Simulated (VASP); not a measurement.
A run of VASP 6.6.1:

INCAR

```
SYSTEM = GaP
PREC     = Accurate       ! precision mode
ENCUT    = 520            ! plane-wave cutoff, eV
EDIFF    = 1E-7           ! SCF threshold, eV
ISMEAR   = -1             ! smearing method
SIGMA    = 0.05           ! smearing width, eV
LREAL    = .False.        ! projectors in reciprocal space
LASPH    = .True.         ! aspherical terms in the spheres
NELM     = 100            ! most SCF steps
ALGO     = Normal         ! electronic algorithm
ISIF     = 2              ! what is computed and relaxed
LWAVE    = .False.        ! write WAVECAR
LCHARG   = .True.         ! write CHGCAR
GGA      = PE             ! functional
LELF     = .True.         ! ELF
LVHAR    = .True.       
NBANDS   = 16             ! bands
```

The input KPOINTS:

```
Automatic mesh
0
Gamma
  8 8 9
  0 0 0
```

File POSCAR:

```
GaP
1.0
    3.4099426515      0.0000000000      0.0000000000
    0.0000000000      3.4099426515      0.0000000000
    0.0000000000      0.0000000000      2.7646829244
Ga P
1 1
Direct
    0.0000000000      0.0000000000      0.0000000000
    0.5000000000      0.5000000000      0.5000000000
```

Potentials or basis: VASP PAW PBE potentials, release 64 (Ga_d, P).

Launch:

```console
$ cat potpaw_PBE.64/Ga_d/POTCAR potpaw_PBE.64/P/POTCAR > POTCAR
$ mpirun -np 1 vasp_std > vasp.out
```

Hardware: 1 thread of Intel(R) Xeon(R) Platinum 8488C (Sapphire Rapids) (shared host).

Question: How long does it take, and how much memory?

Answer: Wall time 23 s on 1 thread of Intel(R) Xeon(R) Platinum 8488C (Sapphire Rapids), with other jobs on the host, peak memory 0.17 GiB. Counts: scf iterations 12, k points 75.
